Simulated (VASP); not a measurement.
**Sn2PbS3: single point with PBE**

Crystal: Sn2PbS3.

```xyz
12
Lattice="6.2202 -5.9940 0.0000 6.2202 5.9940 0.0000 0.0000 0.0000 4.1745" Properties=species:S:1:pos:R:3 pbc="T T T"
Sn    2.0591    1.5500    3.1309
Sn   10.3812    1.5500    3.1309
Sn    2.0591   -1.5500    1.0436
Sn   10.3812   -1.5500    1.0436
Pb    6.2202    1.5787    3.1309
Pb    6.2202   -1.5787    1.0436
S     6.2202    4.2604    3.1309
S     8.3384   -1.8366    3.1309
S     4.1019   -1.8366    3.1309
S     6.2202   -4.2604    1.0436
S     8.3384    1.8366    1.0436
S     4.1019    1.8366    1.0436
```

| Item | Value |
| --- | --- |
| Program | VASP 6.6.1 |
| Task | single point |
| Functional | PBE |
| Potentials or basis | VASP PAW PBE potentials, release 64 (Sn_d, Pb_d, S) |
| Cutoff | 520 eV |
| k mesh | 2 × 2 × 4 |
| Occupations | gaussian, width 0.1 eV |
| Spin | no spin polarisation |
| Dipole correction | no |
| Further INCAR settings | ALGO = Normal; EDIFF = 1e-06; NBANDS = 72 |

| Item | Value |
| --- | --- |
| Pressure | 0.0 GPa |
| Largest force | 0.042 eV/Å |
| Band gap on the k mesh | 0.76 eV (least direct gap 0.92 eV) |

Forces on the atoms (eV/Å):
```
Sn   0.006  0.042  0.000
Sn  -0.006  0.042  0.000
Sn   0.006 -0.042  0.000
Sn  -0.006 -0.042  0.000
Pb   0.000  0.042  0.000
Pb   0.000 -0.042  0.000
S    0.000 -0.003  0.000
S    0.005  0.008  0.000
S   -0.005  0.008  0.000
S    0.000  0.003  0.000
S    0.005 -0.008  0.000
S   -0.005 -0.008  0.000
```

Stress tensor (GPa, compression positive):
```
-0.08  0.00  0.00
 0.00  0.14  0.00
 0.00  0.00  0.00
```

Levels at points of the mesh, in eV from the valence-band top:
| k point | band 58 | band 59 | band 60 | band 61 | band 62 | band 63 |
| --- | --- | --- | --- | --- | --- | --- |
| (0.00, 0.00, 0.00) | -0.56 | -0.25 | 0.00 | 1.51 | 1.74 | 1.86 |
| (0.50, 0.00, 0.00) | -0.60 | -0.36 | -0.01 | 1.64 | 1.74 | 2.02 |
| (0.50, 0.50, 0.00) | -0.38 | -0.21 | -0.16 | 0.76 | 1.20 | 1.38 |
| (0.00, 0.00, 0.50) | -1.37 | -0.15 | -0.15 | 1.48 | 1.48 | 2.32 |
| (0.50, 0.00, 0.50) | -1.09 | -0.82 | -0.82 | 2.15 | 2.15 | 2.24 |
| (0.50, 0.50, 0.50) | -1.65 | -0.63 | -0.63 | 1.83 | 1.83 | 2.75 |

Wall time 2.2 min on 1 thread of Intel(R) Xeon(R) Platinum 8488C (Sapphire Rapids), on a shared host, peak memory 0.44 GiB.

Caveat: spin-orbit coupling is left out, which moves the levels of the heavy elements. A k mesh can miss the band edges.
